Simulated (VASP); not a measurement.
Here is a VASP 6.6.1 calculation.

File INCAR:

```
PREC = Accurate
ENCUT = 520
EDIFF = 1E-7
ISMEAR = 0
SIGMA = 0.1
LREAL = False
LASPH = True
NELM = 150
ALGO = Normal
ISIF = 2
LWAVE = False
LCHARG = False
ISPIN = 2
MAGMOM = 0 1 1 1 1 1
LORBIT = 11
GGA = PE
NBANDS = 25
```

The input KPOINTS:

```
Automatic mesh
0
Gamma
  6 6 6
```

File POSCAR:

```
SiC5
1.0
    2.1491899746      1.2408354104      4.3119754651
   -2.1491899746      1.2408354104      4.3119754651
    0.0000000000     -2.4816708207      4.3119754651
Si C
1 5
Direct
    0.0000000000      0.0000000000      0.0000000000
    0.8424464092      0.5000000000      0.1575535908
    0.1575535908      0.8424464092      0.5000000000
    0.5000000000      0.1575535908      0.8424464092
    0.1796779229      0.1796779229      0.1796779229
    0.8203220771      0.8203220771      0.8203220771
```

Potentials or basis: VASP PAW PBE potentials, release 64 (Si, C).

The run is started by

```sh
$ cat potpaw_PBE.64/Si/POTCAR potpaw_PBE.64/C/POTCAR > POTCAR
$ mpirun -np 1 vasp_std > vasp.out
```

Question: What does it give for the largest force?

Answer: 0.280 eV/Å.

Question: Predict the site moments.

Answer: Si -0.01; C +0.33, +0.03 (each value once) μB.

Question: What does it give for the pressure?

Answer: 2.1 GPa.

Forces in eV/Å, atoms in the order of the input:
```
Si   0.000  0.000  0.000
C   -0.140 -0.243  0.000
C    0.280  0.000  0.000
C   -0.140  0.243  0.000
C    0.000  0.000 -0.151
C    0.000  0.000  0.151
```
